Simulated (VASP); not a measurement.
# Y (P6_3/mmc) in VASP: further runs

Runs on Y. Level: LDA. Tasks: single point, relaxation of cell and atoms.

All numbers are computed with VASP 6.6.1; they aren't measurements. Logs are shortened: lines on timing, memory, paths and dates and some standing lists are left out, and cuts for length are marked.

### 1 The cell of the first run

The structure is hexagonal, space group P6_3/mmc (No. 194). Conventional cell: a = 3.545 Å, b = 3.545 Å, c = 5.502 Å, α = 90.00°, β = 90.00°, γ = 120.00°. Y (site symmetry -6m2) has 12 Y at 3.43 to 3.54 Å within 4.5 Å.

### 2 Single point, LDA

INCAR

```
SYSTEM = Y
ALGO     = Fast           ! electronic algorithm
EDIFF    = 1E-6           ! SCF threshold, eV
ENCUT    = 520            ! plane-wave cutoff, eV
GGA      = CA             ! functional
ISIF     = 2              ! what is computed and relaxed
ISMEAR   = 0              ! smearing method
LASPH    = .True.         ! aspherical terms in the spheres
LCHARG   = .True.         ! write CHGCAR
LELF     = .True.         ! ELF
LREAL    = .False.        ! projectors in reciprocal space
LVHAR    = .True.       
LWAVE    = .False.        ! write WAVECAR
NBANDS   = 18             ! bands
NELM     = 80             ! most SCF steps
PREC     = Accurate       ! precision mode
SIGMA    = 0.1            ! smearing width, eV
```

KPOINTS

```
k-points
0
Gamma
  15 15 8
  0 0 0
```

POSCAR

```
Y
1.0
    3.5447777640      0.0000000000      0.0000000000
   -1.7723888820      3.0698675944      0.0000000000
    0.0000000000      0.0000000000      5.5016220425
Y
2
Direct
    0.3333333333      0.6666666667      0.2500000000
    0.6666666667      0.3333333333      0.7500000000
```

Potentials or basis: VASP PAW LDA potentials, release 64 (Y_sv).

Started as:

```
cat potpaw_LDA.64/Y_sv/POTCAR > POTCAR
mpirun -np 1 vasp_std > vasp.out
```

OUTCAR:

```text
SYSTEM = Y
   EDIFF = 1E-6
   ENCUT = 520
   GGA = CA
   ISIF = 2
   ISMEAR = 0
   LASPH = .True.
   LREAL = .False.
   NELM = 80
   PREC = Accurate

 ion  position               nearest neighbor table
   1  0.333  0.667  0.250-   2 3.43   2 3.43   2 3.43   2 3.43   2 3.43   2 3.43
   2  0.667  0.333  0.750-   1 3.43   1 3.43   1 3.43   1 3.43   1 3.43   1 3.43

  LATTYP: Found a hexagonal cell.
 ALAT       =     3.5447777640
 C/A-ratio  =     1.5520358140

  Lattice vectors:

 A1 = (   3.5447777640,   0.0000000000,   0.0000000000)
 A2 = (  -1.7723888820,   3.0698675944,   0.0000000000)
 A3 = (   0.0000000000,   0.0000000000,   5.5016220425)

Analysis of symmetry for initial positions (statically):
=====================================================================
 Subroutine PRICEL returns:
 Original cell was already a primitive cell.

 Routine SETGRP: Setting up the symmetry group for a
 hexagonal supercell.

 Subroutine GETGRP returns: Found 24 space group operations
 (whereof 12 operations were pure point group operations)
 out of a pool of 24 trial point group operations.

The static configuration has the point symmetry D_3d.
 The point group associated with its full space group is D_6h.

Analysis of symmetry for dynamics (positions and initial velocities):
=====================================================================
 Subroutine PRICEL returns:
 Original cell was already a primitive cell.

 Routine SETGRP: Setting up the symmetry group for a
 hexagonal supercell.

 Subroutine GETGRP returns: Found 24 space group operations
 (whereof 12 operations were pure point group operations)
 out of a pool of 24 trial point group operations.

The dynamic configuration has the point symmetry D_3d.
 The point group associated with its full space group is D_6h.

 Subroutine INISYM returns: Found 24 space group operations
 (whereof 12 operations are pure point group operations),
 and found     1 'primitive' translations

----------------------------------------------------------------------------------------

                                     Primitive cell

  volume of cell :      59.8686

  direct lattice vectors                    reciprocal lattice vectors
     3.544777764  0.000000000  0.000000000     0.282105132  0.162873474  0.000000000
    -1.772388882  3.069867594  0.000000000     0.000000000  0.325746948  0.000000000
     0.000000000  0.000000000  5.501622043     0.000000000  0.000000000  0.181764576

  length of vectors
     3.544777764  3.544777764  5.501622043     0.325746948  0.325746948  0.181764576

  position of ions in fractional coordinates (direct lattice)
     0.333333333  0.666666667  0.250000000
     0.666666667  0.333333333  0.750000000

  ion indices of the primitive-cell ions
   primitive index   ion index
                 1           1
                 2           2

----------------------------------------------------------------------------------------

 KPOINTS: k-points

Automatic generation of k-mesh.
 Grid dimensions read from file:
 generate k-points for:   15   15    8

 Generating k-lattice:

  Cartesian coordinates                     Fractional coordinates (reciprocal lattice)
     0.018807009  0.010858232  0.000000000     0.066666667  0.000000000  0.000000000
     0.000000000  0.021716463  0.000000000     0.000000000  0.066666667  0.000000000
     0.000000000  0.000000000  0.022720572     0.000000000  0.000000000  0.125000000

  Length of vectors
     0.021716463  0.021716463  0.022720572

  Shift w.r.t. Gamma in fractional coordinates (k-lattice)
     0.000000000  0.000000000  0.000000000

 Subroutine IBZKPT returns following result:
 ===========================================

 Found    135 irreducible k-points:

 Following reciprocal coordinates:
            Coordinates               Weight
  0.000000  0.000000  0.000000      1.000000
  0.066667  0.000000  0.000000      6.000000
  0.133333  0.000000  0.000000      6.000000
  0.200000  0.000000  0.000000      6.000000
  0.266667  0.000000  0.000000      6.000000
  0.333333  0.000000  0.000000      6.000000
[... 16 lines left out ...]
  0.333333  0.200000  0.000000     12.000000
  0.400000  0.200000  0.000000      6.000000
 [... further k-points ...]
   k-points           NKPTS =    135   k-points in BZ     NKDIM =    135   number of bands    NBANDS=     18
   number of dos      NEDOS =    301   number of ions     NIONS =      2
   total plane-waves  NPLWV =  32928
   dimension x,y,z NGX =    28 NGY =   28 NGZ =   42
   dimension x,y,z NGXF=    56 NGYF=   56 NGZF=   84
   ions per type =               2
   NGX,Y,Z   is equivalent  to a cutoff of  13.13, 13.13, 12.69 a.u.
   NGXF,Y,Z  is equivalent  to a cutoff of  26.26, 26.26, 25.38 a.u.
 SYSTEM =  Y
   PREC   = accura    normal or accurate (medium, high low for compatibility)
   ISTART =      0    job   : 0-new  1-cont  2-samecut
   ICHARG =      2    charge: 1-file 2-atom 10-const
   ISPIN  =      1    spin polarized calculation?
   LNONCOLLINEAR =      F non collinear calculations
   LSORBIT =      F    spin-orbit coupling
   LASPH  =      T    aspherical Exc in radial PAW
   ENCUT  =  520.0 eV  38.22 Ry    6.18 a.u.   6.59  6.59 10.23*2*pi/ulx,y,z
   NELM   =     80;   NELMIN=  2; NELMDL= -5     # of ELM steps
   EDIFF  = 0.1E-05   stopping-criterion for ELM
   LREAL  =      F    real-space projection
   EDIFFG = 0.1E-04   stopping-criterion for IOM
   NSW    =      0    number of steps for IOM
   IBRION =     -1    ionic relax: 0-MD 1-quasi-New 2-CG
   NFREE  =      0    steps in history (QN), initial steepest desc. (CG)
   ISIF   =      2    stress and relaxation
   ISYM   =      2    0-nonsym 1-usesym 2-fastsym
   POTIM  = 0.5000    time-step for ionic-motion
   TEBEG  =    0.0;   TEEND  =   0.0 temperature during run
   PSTRESS=    0.0 pullay stress
   NELECT =      22.0000    total number of electrons
   NUPDOWN=      -1.0000    fix difference up-down
   EMIN   =  10.00;   EMAX   =-10.00  energy-range for DOS
   EFERMI =   0.00;   METHOD = LEGACY
   ISMEAR =     0;   SIGMA  =   0.10  broadening in eV -4-tet -1-fermi 0-gaus
   EFERMI_NEDOS =   21; number of points for ismear=-14 and -15
   IALGO  =     68    algorithm
   IMIX   =      4    mixing-type and parameters
     AMIX     =   0.40;   BMIX     =  1.00
     AMIX_MAG =   1.60;   BMIX_MAG =  1.00
  volume/ion in A,a.u.               =      29.93       202.01
  Fermi-wavevector in a.u.,A,eV,Ry     =   1.172598  2.215889 18.707830  1.374987
  Thomas-Fermi vector in A             =   2.309024
   LORBIT       =      0    0 simple, 1 ext, 2 COOP (PROOUT), +10 PAW based schemes
   GGA     = CA    functional components
   LHFCALC =     F    Hartree Fock is set to
   AEXX    =    0.0000 exact exchange contribution
   IVDW    =     0    specifies the selected vdW correction
   LEPSILON=     F    determine dielectric tensor
   LRPA    =     F    only Hartree local field effects (RPA)
 non-spin polarized calculation
 RMM-DIIS sequential band-by-band and
 Gauss-broadening in eV      SIGMA  =   0.10
  energy-cutoff  :      520.00
  volume of cell :       59.87
 maximum number of plane-waves:      1641
 NGX is ok and might be reduce to    28
   NGX = 13   NGY = 13   NGZ = 21

 number of electron      21.9999999 magnetization

 Free energy of the ion-electron system (eV)
  ---------------------------------------------------
  ext. energy  EPLUGINS =         0.00000000
  ---------------------------------------------------
  free energy    TOTEN  =       -13.90280702 eV

  energy without entropy =      -13.88569563  energy(sigma->0) =      -13.89425133

 E-fermi :   3.2952     XC(G=0): -10.0090

 val. band max:        3.2945408739   @ k =   0.2000   0.1333   0.0000
 cond. band min:       3.2967678099   @ k =   0.1333   0.1333   0.1250
 fundamental gap:      0.0022269360
 Fermi energy:         3.2951561561

 k-point     1 :       0.0000    0.0000    0.0000
  band No.  band energies     occupation
      1     -38.9499      2.00000
      2     -38.8331      2.00000
      3     -19.4906      2.00000
      4     -18.8345      2.00000
      5     -18.8345      2.00000
      6     -18.7068      2.00000
[... 10 lines left out ...]
     17       6.1501      0.00000
     18       6.1501      0.00000

 k-point     2 :       0.0667    0.0000    0.0000
  band No.  band energies     occupation
      1     -38.9466      2.00000
      2     -38.8320      2.00000
      3     -19.4797      2.00000
      4     -18.8565      2.00000
      5     -18.8422      2.00000
      6     -18.7301      2.00000
[... 10 lines left out ...]
     17       6.0116      0.00000
     18       6.0476      0.00000

 k-point     3 :       0.1333    0.0000    0.0000
  band No.  band energies     occupation
      1     -38.9370      2.00000
      2     -38.8291      2.00000
      3     -19.4479      2.00000
      4     -18.9186      2.00000
      5     -18.8633      2.00000
      6     -18.7946      2.00000
[... 10 lines left out ...]
     17       6.0194      0.00000
     18       6.1027      0.00000

 k-point     4 :       0.2000    0.0000    0.0000
  band No.  band energies     occupation
      1     -38.9224      2.00000
      2     -38.8251      2.00000
      3     -19.3979      2.00000
      4     -19.0103      2.00000
      5     -18.8931      2.00000
      6     -18.8865      2.00000
[... 10 lines left out ...]
     17       6.4119      0.00000
     18       6.5365      0.00000

 k-point     5 :       0.2667    0.0000    0.0000
  band No.  band energies     occupation
      1     -38.9047      2.00000
      2     -38.8214      2.00000
      3     -19.3342      2.00000
      4     -19.1159      2.00000
      5     -18.9877      2.00000
      6     -18.9261      2.00000
[... 10 lines left out ...]
     17       6.8984      0.00000
     18       7.1046      0.00000

 k-point     6 :       0.3333    0.0000    0.0000
  band No.  band energies     occupation
      1     -38.8864      2.00000
      2     -38.8191      2.00000
      3     -19.2633      2.00000
      4     -19.2167      2.00000
      5     -19.0806      2.00000
      6     -18.9566      2.00000
[... 10 lines left out ...]
     17       7.5056      0.00000
     18       7.7552      0.00000

 k-point     7 :       0.4000    0.0000    0.0000
  band No.  band energies     occupation
      1     -38.8704      2.00000
      2     -38.8191      2.00000
      3     -19.2951      2.00000
      4     -19.1954      2.00000
      5     -19.1511      2.00000
      6     -18.9798      2.00000
[... 10 lines left out ...]
     17       8.2641      0.00000
     18       8.4111      0.00000

 k-point     8 :       0.4667    0.0000    0.0000
  band No.  band energies     occupation
      1     -38.8603      2.00000
      2     -38.8204      2.00000
      3     -19.3378      2.00000
      4     -19.1890      2.00000
      5     -19.1485      2.00000
      6     -18.9924      2.00000
[... 10 lines left out ...]
     17       9.0044      0.00000
     18       9.2987      0.00000
[... 229 lines left out ...]
     17       8.2449      0.00000
     18       9.0898      0.00000

 k-point    20 :       0.4000    0.1333    0.0000
  band No.  band energies     occupation
      1     -38.8550      2.00000
      2     -38.8215      2.00000
      3     -19.3143      2.00000
      4     -19.1695      2.00000
      5     -19.1232      2.00000
      6     -19.0343      2.00000
[... 10 lines left out ...]
     17       8.6354      0.00000
     18       9.1260      0.00000

 k-point    21 :       0.2000    0.2000    0.0000
  band No.  band energies     occupation
      1     -38.8818      2.00000
      2     -38.8188      2.00000
      3     -19.2448      2.00000
      4     -19.1599      2.00000
      5     -19.1410      2.00000
      6     -18.9487      2.00000
[... 10 lines left out ...]
     17       7.5657      0.00000
     18       8.3432      0.00000

 k-point    22 :       0.2667    0.2000    0.0000
  band No.  band energies     occupation
      1     -38.8661      2.00000
      2     -38.8193      2.00000
      3     -19.2294      2.00000
      4     -19.1771      2.00000
      5     -19.1606      2.00000
      6     -19.0005      2.00000
[... 10 lines left out ...]
     17       8.1350      0.00000
     18       8.9886      0.00000

 k-point    23 :       0.3333    0.2000    0.0000
  band No.  band energies     occupation
      1     -38.8533      2.00000
      2     -38.8219      2.00000
      3     -19.2766      2.00000
      4     -19.1575      2.00000
      5     -19.1153      2.00000
      6     -19.0530      2.00000
[... 10 lines left out ...]
     17       8.4916      0.00000
     18       9.0030      0.00000

 k-point    24 :       0.4000    0.2000    0.0000
  band No.  band energies     occupation
      1     -38.8476      2.00000
      2     -38.8239      2.00000
      3     -19.2930      2.00000
      4     -19.1480      2.00000
      5     -19.0851      2.00000
      6     -19.0805      2.00000
[... 10 lines left out ...]
     17       8.6459      0.00000
     18       8.9832      0.00000

 [... further k-points ...]
[... 5 lines left out ...]
  --------------------------------------------------------------------------------------
  -------------------------------------------------------------------------------------
  Total       -0.0647487     -0.0647487     -0.0344432      0.0000000     -0.0000000      0.0000000
  in kB       -1.7327757     -1.7327757     -0.9217543      0.0000000     -0.0000000      0.0000000
  external PRESSURE =      -1.4624353 kB  Pullay stress =       0.0000000 kB

 VOLUME and BASIS-vectors are now :
 -----------------------------------------------------------------------------
  energy-cutoff  :      520.00
  volume of cell :       59.87
      direct lattice vectors                 reciprocal lattice vectors
     3.544777764  0.000000000  0.000000000     0.282105132  0.162873474  0.000000000
    -1.772388882  3.069867594  0.000000000     0.000000000  0.325746948  0.000000000
     0.000000000  0.000000000  5.501622043     0.000000000  0.000000000  0.181764576

 POSITION                                       TOTAL-FORCE (eV/Angst)
 -----------------------------------------------------------------------------------
     -0.00000      2.04658      1.37541         0.000000     -0.000000      0.000000
      1.77239      1.02329      4.12622        -0.000000      0.000000      0.000000
 -----------------------------------------------------------------------------------
    total drift:                               -0.000000      0.000000     -0.000000

  FREE ENERGIE OF THE ION-ELECTRON SYSTEM (eV)
  ---------------------------------------------------
  free  energy   TOTEN  =       -13.9028070190 eV

  energy  without entropy=      -13.8856956340  energy(sigma->0) =      -13.89425133
```

Run time: 4.7 min. Hardware: 1 thread of Intel Xeon 8259CL, shared host; peak memory 0.26 GiB.

What came out:

* Free energy: -13.9028 eV
* Pressure: -0.1 GPa
* Band gap on the k mesh: zero (bands 11 and 12 overlap by 1.78 eV)

(Part 1 of 2 ends here.)

The gap in the log of VASP goes by the Fermi energy; the results here count the filled bands.